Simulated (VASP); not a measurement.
# Au (Im-3m) in VASP: settings compared

The runs below take Au through relaxation of cell and atoms, single point, with RPBE, revPBE, BLYP, r2SCAN, LDA.

All numbers are computed with VASP 6.6.1; they aren't measurements. Logs are shortened: lines on timing, memory, paths and dates and some standing lists are left out, and cuts for length are marked.

## (1) The cell of the first run

It takes space group Im-3m (No. 229, cubic). The conventional cell has a = 3.315 Å, b = 3.315 Å, c = 3.315 Å, α = 90.00°, β = 90.00°, γ = 90.00°. Au (site symmetry m-3m) has 14 Au at 2.87 to 3.31 Å within 3.8 Å.

## (2) Relaxation of cell and atoms, RPBE

Contents of INCAR:

```
SYSTEM = Au
  ALGO = Fast
  EDIFF = 1E-6
  EDIFFG = -0.01
  ENCUT = 600
  GGA = RP
  IBRION = 2
  ISIF = 3
  ISMEAR = -1
  LASPH = .TRUE.
  LCHARG = .FALSE.
  LREAL = .FALSE.
  LWAVE = .FALSE.
  NELM = 80
  NSW = 60
  PREC = Accurate
  SIGMA = 0.05
```

Contents of KPOINTS:

```
k-points
0
G
  11 11 11
  0 0 0
```

Contents of POSCAR:

```
Au
1.0
   -1.6572690000      1.6572690000      1.6572690000
    1.6572690000     -1.6572690000      1.6572690000
    1.6572690000      1.6572690000     -1.6572690000
Au
1
Direct
    0.0000000000      0.0000000000      0.0000000000
```

Potentials or basis: VASP PAW PBE potentials, release 64 (Au).

Run with:

```console
cat potpaw_PBE.64/Au/POTCAR > POTCAR
mpirun -np 1 vasp_std > vasp.out
```

OUTCAR:

```text
SYSTEM = Au
   EDIFF = 1E-6
   EDIFFG = -0.01
   ENCUT = 600
   GGA = RP
   IBRION = 2
   ISIF = 3
   ISMEAR = -1
   LASPH = .TRUE.
   LREAL = .FALSE.
   NELM = 80
   NSW = 60
   PREC = Accurate

 ion  position               nearest neighbor table
   1  0.000  0.000  0.000-

  LATTYP: Found a body centered cubic cell.
 ALAT       =     3.3145380000

  Lattice vectors:

 A1 = (  -1.6572690000,   1.6572690000,   1.6572690000)
 A2 = (   1.6572690000,  -1.6572690000,   1.6572690000)
 A3 = (   1.6572690000,   1.6572690000,  -1.6572690000)

Analysis of symmetry for initial positions (statically):
=====================================================================
 Subroutine PRICEL returns:
 Original cell was already a primitive cell.

 Routine SETGRP: Setting up the symmetry group for a
 body centered cubic supercell.

 Subroutine GETGRP returns: Found 48 space group operations
 (whereof 48 operations were pure point group operations)
 out of a pool of 48 trial point group operations.

The static configuration has the point symmetry O_h .

Analysis of symmetry for dynamics (positions and initial velocities):
=====================================================================
 Subroutine PRICEL returns:
 Original cell was already a primitive cell.

 Routine SETGRP: Setting up the symmetry group for a
 body centered cubic supercell.

 Subroutine GETGRP returns: Found 48 space group operations
 (whereof 48 operations were pure point group operations)
 out of a pool of 48 trial point group operations.

The dynamic configuration has the point symmetry O_h .

 Subroutine INISYM returns: Found 48 space group operations
 (whereof 48 operations are pure point group operations),
 and found     1 'primitive' translations

----------------------------------------------------------------------------------------

                                     Primitive cell

  volume of cell :      18.2070

  direct lattice vectors                    reciprocal lattice vectors
    -1.657269000  1.657269000  1.657269000     0.000000000  0.301701172  0.301701172
     1.657269000 -1.657269000  1.657269000     0.301701172  0.000000000  0.301701172
     1.657269000  1.657269000 -1.657269000     0.301701172  0.301701172  0.000000000

  length of vectors
     2.870474110  2.870474110  2.870474110     0.426669890  0.426669890  0.426669890

  position of ions in fractional coordinates (direct lattice)
     0.000000000  0.000000000  0.000000000

  ion indices of the primitive-cell ions
   primitive index   ion index
                 1           1

----------------------------------------------------------------------------------------

 KPOINTS: k-points

Automatic generation of k-mesh.
 Grid dimensions read from file:
 generate k-points for:   11   11   11

 Generating k-lattice:

  Cartesian coordinates                     Fractional coordinates (reciprocal lattice)
     0.000000000  0.027427379  0.027427379     0.090909091  0.000000000  0.000000000
     0.027427379  0.000000000  0.027427379     0.000000000  0.090909091  0.000000000
     0.027427379  0.027427379  0.000000000     0.000000000  0.000000000  0.090909091

  Length of vectors
     0.038788172  0.038788172  0.038788172

  Shift w.r.t. Gamma in fractional coordinates (k-lattice)
     0.000000000  0.000000000  0.000000000

 Subroutine IBZKPT returns following result:
 ===========================================

 Found     56 irreducible k-points:

 Following reciprocal coordinates:
            Coordinates               Weight
  0.000000  0.000000  0.000000      1.000000
  0.090909  0.000000  0.000000     12.000000
  0.181818  0.000000  0.000000     12.000000
  0.272727  0.000000  0.000000     12.000000
  0.363636  0.000000  0.000000     12.000000
  0.454545  0.000000  0.000000     12.000000
[... 16 lines left out ...]
  0.272727  0.181818  0.090909     48.000000
  0.363636  0.181818  0.090909     24.000000
 [... further k-points ...]
   k-points           NKPTS =     56   k-points in BZ     NKDIM =     56   number of bands    NBANDS=      9
   number of dos      NEDOS =    301   number of ions     NIONS =      1
   total plane-waves  NPLWV =  13824
   dimension x,y,z NGX =    24 NGY =   24 NGZ =   24
   dimension x,y,z NGXF=    48 NGYF=   48 NGZF=   48
   ions per type =               1
   NGX,Y,Z   is equivalent  to a cutoff of  13.90, 13.90, 13.90 a.u.
   NGXF,Y,Z  is equivalent  to a cutoff of  27.80, 27.80, 27.80 a.u.
 SYSTEM =  Au
   PREC   = accura    normal or accurate (medium, high low for compatibility)
   ISTART =      0    job   : 0-new  1-cont  2-samecut
   ICHARG =      2    charge: 1-file 2-atom 10-const
   ISPIN  =      1    spin polarized calculation?
   LNONCOLLINEAR =      F non collinear calculations
   LSORBIT =      F    spin-orbit coupling
   LASPH  =      T    aspherical Exc in radial PAW
   ENCUT  =  600.0 eV  44.10 Ry    6.64 a.u.   5.73  5.73  5.73*2*pi/ulx,y,z
   NELM   =     80;   NELMIN=  2; NELMDL= -5     # of ELM steps
   EDIFF  = 0.1E-05   stopping-criterion for ELM
   LREAL  =      F    real-space projection
   EDIFFG = -.1E-01   stopping-criterion for IOM
   NSW    =     60    number of steps for IOM
   IBRION =      2    ionic relax: 0-MD 1-quasi-New 2-CG
   NFREE  =      1    steps in history (QN), initial steepest desc. (CG)
   ISIF   =      3    stress and relaxation
   ISYM   =      2    0-nonsym 1-usesym 2-fastsym
   POTIM  = 0.5000    time-step for ionic-motion
   TEBEG  =    0.0;   TEEND  =   0.0 temperature during run
   PSTRESS=    0.0 pullay stress
   NELECT =      11.0000    total number of electrons
   NUPDOWN=      -1.0000    fix difference up-down
   EMIN   =  10.00;   EMAX   =-10.00  energy-range for DOS
   EFERMI =   0.00;   METHOD = LEGACY
   ISMEAR =    -1;   SIGMA  =   0.05  broadening in eV -4-tet -1-fermi 0-gaus
   EFERMI_NEDOS =   21; number of points for ismear=-14 and -15
   IALGO  =     68    algorithm
   IMIX   =      4    mixing-type and parameters
     AMIX     =   0.40;   BMIX     =  1.00
     AMIX_MAG =   1.60;   BMIX_MAG =  1.00
  volume/ion in A,a.u.               =      18.21       122.87
  Fermi-wavevector in a.u.,A,eV,Ry     =   1.383968  2.615320 26.060157  1.915367
  Thomas-Fermi vector in A             =   2.508516
   LORBIT       =      0    0 simple, 1 ext, 2 COOP (PROOUT), +10 PAW based schemes
   GGA     = RP    functional components
   LHFCALC =     F    Hartree Fock is set to
   AEXX    =    0.0000 exact exchange contribution
   IVDW    =     0    specifies the selected vdW correction
   LEPSILON=     F    determine dielectric tensor
   LRPA    =     F    only Hartree local field effects (RPA)
 conjugate gradient relaxation of ions
 non-spin polarized calculation
 RMM-DIIS sequential band-by-band and
  energy-cutoff  :      600.00
  volume of cell :       18.21
 maximum number of plane-waves:       621
   NGX = 11   NGY = 11   NGZ = 11

--------------------------------------- Ionic step        1  -------------------------------------------

 number of electron      10.9999998 magnetization

 Free energy of the ion-electron system (eV)
  ---------------------------------------------------
  ext. energy  EPLUGINS =         0.00000000
  ---------------------------------------------------
  free energy    TOTEN  =        -2.61194784 eV

  energy without entropy =       -2.60613760  energy(sigma->0) =       -2.60904272

------------------------ aborting loop because EDIFF is reached ----------------------------------------

  FORCE on cell =-STRESS in cart. coord.  units (eV):
  Direction    XX          YY          ZZ          XY          YZ          ZX
  --------------------------------------------------------------------------------------
  -------------------------------------------------------------------------------------
  Total        0.3268901      0.3268901      0.3268901      0.0000000      0.0000000      0.0000000
  in kB       28.7655902     28.7655902     28.7655902      0.0000000      0.0000000      0.0000000
  external PRESSURE =      28.7655902 kB  Pullay stress =       0.0000000 kB
[... 90 lines left out ...]
  energy  without entropy=       -2.6098676587  energy(sigma->0) =       -2.61264906

--------------------------------------- Ionic step        4  -------------------------------------------

 number of electron      10.9999999 magnetization

 Free energy of the ion-electron system (eV)
  ---------------------------------------------------
  ext. energy  EPLUGINS =         0.00000000
  ---------------------------------------------------
  free energy    TOTEN  =        -2.61542615 eV

  energy without entropy =       -2.60985568  energy(sigma->0) =       -2.61264091

 E-fermi :   8.0981     XC(G=0): -12.0987

 val. band max:        8.0906194610   @ k =  -0.3636   0.4545   0.0909
 cond. band min:       8.1033214093   @ k =  -0.3636   0.3636   0.2727
 fundamental gap:      0.0127019483
 Fermi energy:         8.0980523193

 k-point     1 :       0.0000    0.0000    0.0000
  band No.  band energies     occupation
      1      -0.7247      2.00000
      2       3.7868      2.00000
      3       3.7868      2.00000
      4       3.7868      2.00000
      5       5.4533      2.00000
      6       5.4533      2.00000
      7      24.6689      0.00000
      8      24.6689      0.00000
      9      24.6689      0.00000
[... 265 lines left out ...]
 k-point    24 :       0.3636    0.1818    0.0909
  band No.  band energies     occupation
      1       2.5401      2.00000
      2       3.0186      2.00000
      3       4.5184      2.00000
      4       5.4980      2.00000
      5       5.6654      2.00000
      6      11.0417      0.00000
      7      11.4078      0.00000
      8      16.8039      0.00000
      9      19.4074      0.00000

 [... further k-points ...]
[... 5 lines left out ...]
  --------------------------------------------------------------------------------------
  -------------------------------------------------------------------------------------
  Total        0.0042935      0.0042935      0.0042935     -0.0000000      0.0000000      0.0000000
  in kB        0.3697245      0.3697245      0.3697245     -0.0000000      0.0000000      0.0000000
  external PRESSURE =       0.3697245 kB  Pullay stress =       0.0000000 kB
[... 16 lines left out ...]
  FREE ENERGIE OF THE ION-ELECTRON SYSTEM (eV)
  ---------------------------------------------------
  free  energy   TOTEN  =        -2.6154261503 eV

  energy  without entropy=       -2.6098556780  energy(sigma->0) =       -2.61264091

 reached required accuracy - stopping structural energy minimisation
```

Run time: 10 s. Hardware: 1 thread of Intel Xeon 6975P-C (Granite Rapids), shared host; peak memory 0.15 GiB.

What came out:

- Free energy: -2.6154 eV
- Relaxed volume: 18.61 Å³/atom
- Relaxed cell: a = 2.891 Å, b = 2.891 Å, c = 2.891 Å, α = 109.47°, β = 109.47°, γ = 109.47°
- Space group after relaxing (to 0.05 Å): Im-3m (No. 229)
- Energy gained by relaxing: 3.5 meV/atom
- Ionic steps: 4
- Pressure after relaxing: 0.0 GPa

Step by step:
```tsv
step	energy change (eV)	largest force (eV/Å)	pressure (GPa)	volume (Å³)
1	0.0000	0.0000	2.88	18.21
2	0.0005	0.0000	-2.77	19.08
3	-0.0035	0.0000	-0.10	18.62
4	-0.0035	0.0000	0.04	18.61
```

Final structure:
```yaml
crystal:
  lattice:
    - [-1.66928, 1.66928, 1.66928]
    - [1.66928, -1.66928, 1.66928]
    - [1.66928, 1.66928, -1.66928]
  atoms:
    - { symbol: Au, position: [0.00000, 0.00000, 0.00000] }
```

Levels at points of the mesh, in eV from the Fermi level:
```csv
k point,band 2,band 3,band 4,band 5,band 6,band 7,band 8,band 9
"(0.00, 0.00, 0.00)",-4.31,-4.31,-4.31,-2.64,-2.64,16.57,16.57,16.57
```

Caveat: the PAW data sets were made with another functional, which shifts forces and pressure a little; spin-orbit coupling is left out, which moves the levels of the heavy elements.

(Continued in part 2 of 3.)
